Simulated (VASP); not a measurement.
# Fe (P6/mmm) in VASP: a series of runs

Fe is run at these levels: revPBE; tasks: single point.

Everything below comes from runs of VASP 6.6.1. Logs are shortened: lines on timing, memory, paths and dates and some standing lists are left out, and cuts for length are marked.

**1. The cell of the first run**

The structure is hexagonal, space group P6/mmm (No. 191). The conventional cell has a = 3.979 Å, b = 3.979 Å, c = 2.501 Å, α = 90.00°, β = 90.00°, γ = 120.00°. Within 3.3 Å of Fe (site symmetry 6/mmm) lie 14 Fe at 2.50 to 2.62 Å. Within 3.0 Å of Fe (site symmetry -6m2) lie 11 Fe at 2.30 to 2.62 Å.

This isn't the form of Fe at room conditions, which is bcc.

**2. Single point, revPBE (11.43 Å³/atom)**

Input file INCAR:

```
SYSTEM = Fe
ALGO = Normal ; EDIFF = 1E-6
ENCUT = 520 ; GGA = RE
ISIF = 2 ; ISMEAR = -1
LASPH = .True. ; LCHARG = .True.
LELF = .True. ; LREAL = .False.
LVHAR = .True. ; LWAVE = .False.
NBANDS = 19 ; NELM = 80
PREC = Accurate ; SIGMA = 0.1
```

Input file KPOINTS:

```
k-points
0
Gamma
  11 11 14
  0 0 0
```

Input file POSCAR:

```
Fe
1.0
    3.9794725386      0.0000000000      0.0000000000
   -1.9897362693      3.4463243121      0.0000000000
    0.0000000000      0.0000000000      2.5012396903
Fe
3
Direct
    0.0000000000      0.0000000000      0.0000000000
    0.3333333333      0.6666666667      0.5000000000
    0.6666666667      0.3333333333      0.5000000000
```

Potentials or basis: VASP PAW PBE potentials, release 64 (Fe).

Run with:

```
cat potpaw_PBE.64/Fe/POTCAR > POTCAR
mpirun -np 1 vasp_std > vasp.out
```

OUTCAR:

```text
SYSTEM = Fe
   EDIFF = 1E-6
   ENCUT = 520
   GGA = RE
   ISIF = 2
   ISMEAR = -1
   LASPH = .True.
   LREAL = .False.
   NELM = 80
   PREC = Accurate

 ion  position               nearest neighbor table
   1  0.000  0.000  0.000-   2 2.62   3 2.62   2 2.62   3 2.62   3 2.62   3 2.62   2 2.62   2 2.62
                             3 2.62   3 2.62   2 2.62   2 2.62
   2  0.333  0.667  0.500-   3 2.30   3 2.30   3 2.30   1 2.62   1 2.62   1 2.62   1 2.62   1 2.62
                             1 2.62
   3  0.667  0.333  0.500-   2 2.30   2 2.30   2 2.30   1 2.62   1 2.62   1 2.62   1 2.62   1 2.62
                             1 2.62

  LATTYP: Found a hexagonal cell.
 ALAT       =     3.9794725386
 C/A-ratio  =     0.6285354820

  Lattice vectors:

 A1 = (   3.9794725386,   0.0000000000,   0.0000000000)
 A2 = (  -1.9897362693,   3.4463243121,   0.0000000000)
 A3 = (   0.0000000000,   0.0000000000,   2.5012396903)

Analysis of symmetry for initial positions (statically):
=====================================================================
 Subroutine PRICEL returns:
 Original cell was already a primitive cell.

 Routine SETGRP: Setting up the symmetry group for a
 hexagonal supercell.

 Subroutine GETGRP returns: Found 24 space group operations
 (whereof 24 operations were pure point group operations)
 out of a pool of 24 trial point group operations.

The static configuration has the point symmetry D_6h.

Analysis of symmetry for dynamics (positions and initial velocities):
=====================================================================
 Subroutine PRICEL returns:
 Original cell was already a primitive cell.

 Routine SETGRP: Setting up the symmetry group for a
 hexagonal supercell.

 Subroutine GETGRP returns: Found 24 space group operations
 (whereof 24 operations were pure point group operations)
 out of a pool of 24 trial point group operations.

The dynamic configuration has the point symmetry D_6h.

 Subroutine INISYM returns: Found 24 space group operations
 (whereof 24 operations are pure point group operations),
 and found     1 'primitive' translations

----------------------------------------------------------------------------------------

                                     Primitive cell

  volume of cell :      34.3034

  direct lattice vectors                    reciprocal lattice vectors
     3.979472539  0.000000000  0.000000000     0.251289584  0.145082109  0.000000000
    -1.989736269  3.446324312  0.000000000     0.000000000  0.290164218  0.000000000
     0.000000000  0.000000000  2.501239690     0.000000000  0.000000000  0.399801748

  length of vectors
     3.979472539  3.979472539  2.501239690     0.290164218  0.290164218  0.399801748

  position of ions in fractional coordinates (direct lattice)
     0.000000000  0.000000000  0.000000000
     0.333333333  0.666666667  0.500000000
     0.666666667  0.333333333  0.500000000

  ion indices of the primitive-cell ions
   primitive index   ion index
                 1           1
                 2           2
                 3           3

----------------------------------------------------------------------------------------

 KPOINTS: k-points

Automatic generation of k-mesh.
 Grid dimensions read from file:
 generate k-points for:   11   11   14

 Generating k-lattice:

  Cartesian coordinates                     Fractional coordinates (reciprocal lattice)
     0.022844508  0.013189283  0.000000000     0.090909091  0.000000000  0.000000000
     0.000000000  0.026378565  0.000000000     0.000000000  0.090909091  0.000000000
     0.000000000  0.000000000  0.028557268     0.000000000  0.000000000  0.071428571

  Length of vectors
     0.026378565  0.026378565  0.028557268

  Shift w.r.t. Gamma in fractional coordinates (k-lattice)
     0.000000000  0.000000000  0.000000000

 Subroutine IBZKPT returns following result:
 ===========================================

 Found    128 irreducible k-points:

 Following reciprocal coordinates:
            Coordinates               Weight
  0.000000  0.000000  0.000000      1.000000
  0.090909  0.000000  0.000000      6.000000
  0.181818  0.000000  0.000000      6.000000
  0.272727  0.000000  0.000000      6.000000
  0.363636  0.000000  0.000000      6.000000
  0.454545  0.000000  0.000000      6.000000
[... 16 lines left out ...]
  0.090909  0.090909  0.071429     12.000000
  0.181818  0.090909  0.071429     24.000000
 [... further k-points ...]
   k-points           NKPTS =    128   k-points in BZ     NKDIM =    128   number of bands    NBANDS=     19
   number of dos      NEDOS =    301   number of ions     NIONS =      3
   total plane-waves  NPLWV =  18000
   dimension x,y,z NGX =    30 NGY =   30 NGZ =   20
   dimension x,y,z NGXF=    60 NGYF=   60 NGZF=   40
   ions per type =               3
   NGX,Y,Z   is equivalent  to a cutoff of  12.53, 12.53, 13.29 a.u.
   NGXF,Y,Z  is equivalent  to a cutoff of  25.07, 25.07, 26.59 a.u.
 SYSTEM =  Fe
   PREC   = accura    normal or accurate (medium, high low for compatibility)
   ISTART =      0    job   : 0-new  1-cont  2-samecut
   ICHARG =      2    charge: 1-file 2-atom 10-const
   ISPIN  =      1    spin polarized calculation?
   LNONCOLLINEAR =      F non collinear calculations
   LSORBIT =      F    spin-orbit coupling
   LASPH  =      T    aspherical Exc in radial PAW
   ENCUT  =  520.0 eV  38.22 Ry    6.18 a.u.   7.40  7.40  4.65*2*pi/ulx,y,z
   NELM   =     80;   NELMIN=  2; NELMDL= -5     # of ELM steps
   EDIFF  = 0.1E-05   stopping-criterion for ELM
   LREAL  =      F    real-space projection
   EDIFFG = 0.1E-04   stopping-criterion for IOM
   NSW    =      0    number of steps for IOM
   IBRION =     -1    ionic relax: 0-MD 1-quasi-New 2-CG
   NFREE  =      0    steps in history (QN), initial steepest desc. (CG)
   ISIF   =      2    stress and relaxation
   ISYM   =      2    0-nonsym 1-usesym 2-fastsym
   POTIM  = 0.5000    time-step for ionic-motion
   TEBEG  =    0.0;   TEEND  =   0.0 temperature during run
   PSTRESS=    0.0 pullay stress
   NELECT =      24.0000    total number of electrons
   NUPDOWN=      -1.0000    fix difference up-down
   EMIN   =  10.00;   EMAX   =-10.00  energy-range for DOS
   EFERMI =   0.00;   METHOD = LEGACY
   ISMEAR =    -1;   SIGMA  =   0.10  broadening in eV -4-tet -1-fermi 0-gaus
   EFERMI_NEDOS =   21; number of points for ismear=-14 and -15
   IALGO  =     38    algorithm
   IMIX   =      4    mixing-type and parameters
     AMIX     =   0.40;   BMIX     =  1.00
     AMIX_MAG =   1.60;   BMIX_MAG =  1.00
  volume/ion in A,a.u.               =      11.43        77.16
  Fermi-wavevector in a.u.,A,eV,Ry     =   1.453337  2.746408 28.738058  2.112188
  Thomas-Fermi vector in A             =   2.570615
   LORBIT       =      0    0 simple, 1 ext, 2 COOP (PROOUT), +10 PAW based schemes
   GGA     = RE    functional components
   LHFCALC =     F    Hartree Fock is set to
   AEXX    =    0.0000 exact exchange contribution
   IVDW    =     0    specifies the selected vdW correction
   LEPSILON=     F    determine dielectric tensor
   LRPA    =     F    only Hartree local field effects (RPA)
 non-spin polarized calculation
  energy-cutoff  :      520.00
  volume of cell :       34.30
 maximum number of plane-waves:       945
 NGX is ok and might be reduce to    30
   NGX = 15   NGY = 15   NGZ =  9

 number of electron      23.9999994 magnetization

 Free energy of the ion-electron system (eV)
  ---------------------------------------------------
  ext. energy  EPLUGINS =         0.00000000
  ---------------------------------------------------
  free energy    TOTEN  =       -22.57429151 eV

  energy without entropy =      -22.36835734  energy(sigma->0) =      -22.47132443

 E-fermi :   5.8687     XC(G=0): -13.0538

 val. band max:        5.8651786284   @ k =   0.1818   0.0909   0.5000
 cond. band min:       5.8775819059   @ k =   0.1818   0.0909   0.0714
 fundamental gap:      0.0124032775
 Fermi energy:         5.8686668286

 k-point     1 :       0.0000    0.0000    0.0000
  band No.  band energies     occupation
      1      -2.4704      2.00000
      2       2.0517      2.00000
      3       3.3623      2.00000
      4       3.3623      2.00000
      5       3.4075      2.00000
      6       3.4075      2.00000
[... 11 lines left out ...]
     18      13.1383      0.00000
     19      13.1383      0.00000

 k-point     2 :       0.0909    0.0000    0.0000
  band No.  band energies     occupation
      1      -2.3541      2.00000
      2       2.0714      2.00000
      3       3.0225      2.00000
      4       3.1782      2.00000
      5       3.4495      2.00000
      6       3.7104      2.00000
[... 11 lines left out ...]
     18      11.7565      0.00000
     19      13.9742      0.00000

 k-point     3 :       0.1818    0.0000    0.0000
  band No.  band energies     occupation
      1      -2.0108      2.00000
      2       2.0711      2.00000
      3       2.6495      2.00000
      4       3.0840      2.00000
      5       3.1941      2.00000
      6       3.9627      2.00000
[... 11 lines left out ...]
     18      10.4624      0.00000
     19      13.9963      0.00000

 k-point     4 :       0.2727    0.0000    0.0000
  band No.  band energies     occupation
      1      -1.4592      2.00000
      2       1.8745      2.00000
      3       2.3955      2.00000
      4       2.9297      2.00000
      5       3.0851      2.00000
      6       3.8893      2.00000
[... 407 lines left out ...]
     18       7.6208      0.00000
     19      13.8452      0.00000

 k-point    23 :       0.0909    0.0909    0.0714
  band No.  band energies     occupation
      1      -1.9926      2.00000
      2       2.1725      2.00000
      3       2.8019      2.00000
      4       2.8619      2.00000
      5       3.5684      2.00000
      6       3.6308      2.00000
[... 11 lines left out ...]
     18      10.6633      0.00000
     19      14.8207      0.00000

 k-point    24 :       0.1818    0.0909    0.0714
  band No.  band energies     occupation
      1      -1.5498      2.00000
      2       2.0639      2.00000
      3       2.5019      2.00000
      4       2.7923      2.00000
      5       3.4082      2.00000
      6       3.8775      2.00000
[... 11 lines left out ...]
     18       9.6125      0.00000
     19      14.6056      0.00000

 [... further k-points ...]

------------------------ aborting loop because EDIFF is reached ----------------------------------------

  FORCE on cell =-STRESS in cart. coord.  units (eV):
  Direction    XX          YY          ZZ          XY          YZ          ZX
  --------------------------------------------------------------------------------------
  -------------------------------------------------------------------------------------
  Total       -3.7061169     -3.7061169     -3.4153449     -0.0000000      0.0000000      0.0000000
  in kB     -173.0982684   -173.0982684   -159.5174434     -0.0000000      0.0000000      0.0000000
  external PRESSURE =    -168.5713268 kB  Pullay stress =       0.0000000 kB

 VOLUME and BASIS-vectors are now :
 -----------------------------------------------------------------------------
  energy-cutoff  :      520.00
  volume of cell :       34.30
      direct lattice vectors                 reciprocal lattice vectors
     3.979472539  0.000000000  0.000000000     0.251289584  0.145082109  0.000000000
    -1.989736269  3.446324312  0.000000000     0.000000000  0.290164218  0.000000000
     0.000000000  0.000000000  2.501239690     0.000000000  0.000000000  0.399801748

 POSITION                                       TOTAL-FORCE (eV/Angst)
 -----------------------------------------------------------------------------------
      0.00000      0.00000      0.00000        -0.000000      0.000000      0.000000
     -0.00000      2.29755      1.25062         0.000000     -0.000000      0.000000
      1.98974      1.14877      1.25062        -0.000000      0.000000      0.000000
 -----------------------------------------------------------------------------------
    total drift:                               -0.000000      0.000000      0.000000

  FREE ENERGIE OF THE ION-ELECTRON SYSTEM (eV)
  ---------------------------------------------------
  free  energy   TOTEN  =       -22.5742915095 eV

  energy  without entropy=      -22.3683573441  energy(sigma->0) =      -22.47132443
```

It took 2 min on 1 thread of Intel Xeon 8259CL, shared host; peak memory 0.2 GiB.

Results:

```
Free energy            : -22.5743 eV
Pressure               : -16.9 GPa
Band gap on the k mesh : zero (bands 12 and 13 overlap by 1.28 eV)
```

Caveat: the cell stands under tension; the PAW data sets were made with another functional, which shifts forces and pressure a little; the run has no spin polarisation, though such a crystal can be magnetic. Spin polarisation is off, so any magnetic state and its effect on volume and gap are missing.

**3. Single point, revPBE (11.86 Å³/atom)**

This run uses another cell than the first one, of 11.86 Å³/atom.

Input file INCAR:

```
PREC     = Accurate       # precision mode
ENCUT    = 520            # plane-wave cutoff, eV
EDIFF    = 1E-6           # SCF threshold, eV
ISMEAR   = -1             # smearing method
SIGMA    = 0.1            # smearing width, eV
LREAL    = F              # projectors in reciprocal space
LASPH    = T              # aspherical terms in the spheres
NELM     = 80             # most SCF steps
ALGO     = Normal         # electronic algorithm
ISIF     = 2              # what is computed and relaxed
LWAVE    = F              # write WAVECAR
LCHARG   = F              # write CHGCAR
GGA      = RE             # functional
NBANDS   = 19             # bands
```

Input file KPOINTS:

```
regular mesh
0
Gamma
  11 11 14
```

Input file POSCAR:

```
Fe
1.0
    4.0280074749      0.0000000000      0.0000000000
   -2.0140037374      3.4883567999      0.0000000000
    0.0000000000      0.0000000000      2.5317456199
Fe
3
Direct
    0.0000000000      0.0000000000      0.0000000000
    0.3333333333      0.6666666667      0.5000000000
    0.6666666667      0.3333333333      0.5000000000
```

Potentials or basis: VASP PAW PBE potentials, release 64 (Fe).

Run with:

```
cat potpaw_PBE.64/Fe/POTCAR > POTCAR
mpirun -np 1 vasp_std > vasp.out
```

Run time: 1.9 min. Hardware: 1 thread of Intel Xeon 8259CL, shared host; peak memory 0.2 GiB.

It converged, with:

* Free energy: -22.4153 eV
* Pressure: -22.6 GPa
* Band gap on the k mesh: zero (bands 12 and 13 overlap by 1.21 eV)

Stress tensor (GPa, compression positive):
```
-23.27   0.00   0.00
  0.00 -23.27   0.00
  0.00   0.00 -21.31
```

Levels at points of the mesh, in eV from the Fermi level:
```csv
k point,band 10,band 11,band 12,band 13,band 14,band 15
"(0.00, 0.00, 0.00)",-1.08,-0.69,-0.69,-0.62,-0.62,0.78
"(0.00, 0.00, 0.50)",-1.04,0.35,0.35,0.63,0.63,1.14
```

Caveat: the cell stands under tension; the PAW data sets were made with another functional, which shifts forces and pressure a little; the run has no spin polarisation, though such a crystal can be magnetic.

**4. Single point, revPBE**

This run uses another cell than the first one, of 10.59 Å³/atom.

Input file INCAR:

```
PREC = Accurate
ENCUT = 520
EDIFF = 1E-6
ISMEAR = -1
SIGMA = 0.1
LREAL = False
LASPH = True
NELM = 80
ALGO = Normal
ISIF = 2
LWAVE = False
LCHARG = False
GGA = RE
NBANDS = 19
```

Input file KPOINTS:

```
Automatic mesh
0
Gamma
  12 12 17
```

Input file POSCAR:

```
Fe
1.0
    3.8786827639      0.0000000000      0.0000000000
   -1.9393413819      3.3590378067      0.0000000000
    0.0000000000      0.0000000000      2.4378897406
Fe
3
Direct
    0.0000000000      0.0000000000      0.0000000000
    0.3333333333      0.6666666667      0.5000000000
    0.6666666667      0.3333333333      0.5000000000
```

Run with:

```
cat potpaw_PBE.64/Fe/POTCAR > POTCAR
mpirun -np 1 vasp_std > vasp.out
```

Wall time 2 min (1 thread of Intel Xeon 8259CL, shared host); peak memory 0.2 GiB.

Results (log left out):

```
Free energy            : -22.7233 eV
Pressure               : -0.5 GPa
Band gap on the k mesh : zero (bands 12 and 13 overlap by 1.39 eV)
```

Stress tensor (GPa, compression positive):
```
-0.41  0.00  0.00
 0.00 -0.41  0.00
 0.00  0.00 -0.57
```

Levels at points of the mesh, in eV from the Fermi level:
| k point | band 8 | band 9 | band 10 | band 11 | band 12 | band 13 | band 14 | band 15 | band 16 | band 17 |
| --- | --- | --- | --- | --- | --- | --- | --- | --- | --- | --- |
| (0.00, 0.00, 0.00) | -1.72 | -1.28 | -1.28 | -0.83 | -0.83 | -0.75 | -0.75 | 0.92 | 0.92 | 7.76 |
| (0.50, 0.00, 0.00) | -1.72 | -1.59 | -0.69 | -0.63 | 0.24 | 0.45 | 0.49 | 0.49 | 0.69 | 0.78 |

Caveat: the PAW data sets were made with another functional, which shifts forces and pressure a little; the run has no spin polarisation, though such a crystal can be magnetic.

**5. The runs side by side**

| cell | k mesh | gap on the mesh (eV) | pressure (GPa) |
| --- | --- | --- | --- |
| a = 3.979, b = 3.979, c = 2.501 Å, angles 90.0, 90.0, 120.0°, 3 atoms | 11 × 11 × 14 | none | -16.9 |
| a = 4.028, b = 4.028, c = 2.532 Å, angles 90.0, 90.0, 120.0°, 3 atoms | 11 × 11 × 14 | none | -22.6 |
| a = 3.879, b = 3.879, c = 2.438 Å, angles 90.0, 90.0, 120.0°, 3 atoms | 12 × 12 × 17 | none | -0.5 |

Alike in all rows: task single point; level revPBE; potentials or basis VASP PAW PBE potentials, release 64 (Fe); no spin polarisation; cutoff (eV) 520; smearing fermi-dirac 0.1 eV.

Caveats: the PAW data sets were made with another functional, which shifts forces and pressure a little; the run has no spin polarisation, though such a crystal can be magnetic; the cell stands under tension (at least some runs).

Total energies depend on the potentials used, so only differences within one code and one set of settings carry meaning.
